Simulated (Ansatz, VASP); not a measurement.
# One calculation of KI, two programs

Contents of POSCAR:

```
KI
1.0
    0.0000000000      3.3483225000      3.3483225000
    3.3483225000      0.0000000000      3.3483225000
    3.3483225000      3.3483225000      0.0000000000
K I
1 1
Direct
    0.0000000000      0.0000000000      0.0000000000
    0.5000000000      0.5000000000      0.5000000000
```

File INCAR.step1:

```
SYSTEM = KI
  PREC = Accurate
  ENCUT = 520
  ISMEAR = 0
  SIGMA = 0.05
  LREAL = .False.
  LASPH = .True.
  NELM = 100
  NBANDS = 15
  GGA = PE
  ALGO = Normal
  EDIFF = 1E-4
  LWAVE = .True.
  LCHARG = .False.
```

File INCAR.step2:

```
SYSTEM = KI
  PREC = Accurate
  ENCUT = 520
  EDIFF = 1E-6
  ISMEAR = 0
  SIGMA = 0.05
  LREAL = .False.
  LASPH = .True.
  NELM = 100
  ALGO = Normal
  ISIF = 2
  LWAVE = .False.
  LCHARG = .False.
  METAGGA = R2SCAN
  LMIXTAU = .True.
  NBANDS = 15
  ISTART = 1
```

KPOINTS

```
regular mesh
0
Gamma
  6 6 6
  0 0 0
```

Input for Ansatz:

```yaml
crystal:
  lattice:
    - [0.0, 3.3483225, 3.3483225]
    - [3.3483225, 0.0, 3.3483225]
    - [3.3483225, 3.3483225, 0.0]
  atoms:
    - { symbol: K, position: [0.0, 0.0, 0.0] }
    - { symbol: I, position: [0.5, 0.5, 0.5] }
basis:
  ecutwfc: 500
kpoints:
  mp_grid: { grid: [6, 6, 6] }
hamiltonian:
  xc: r2scan
scf:
  occupations: { method: gaussian, width: 0.05 }
output:
  forces: true
  stress: true
  eigenvalues: true
```

Change from the starting cell: strain -0.050 along x and y, -0.050 along z, atoms carried along.

Alike in both runs: task single point; functional r2SCAN; k mesh 6 × 6 × 6; occupations gaussian, width 0.05 eV; no spin polarisation.

```csv
,VASP,Ansatz
version,VASP 6.6.1,Ansatz 0.2.0
potentials or method,"VASP PAW PBE potentials, release 64 (K_sv, I), cutoff 520 eV","scalar-relativistic, plane waves, PAW"
valence electrons in the cell,16,26
```

```csv
,VASP,Ansatz,Ansatz less VASP
gap on the k mesh at the Fermi level (eV),5.04,5.05,+0.010
least direct gap on the mesh (eV),5.08,5.08,+0.003
pressure (GPa),3.3,3.3,-0.03
```

VASP's potentials were made for PBE, not for r2SCAN. VASP's potentials hold 16 valence electrons a cell and Ansatz's 26, so a difference there can come from the potentials and not from the codes.

Neither program's run includes spin-orbit coupling.
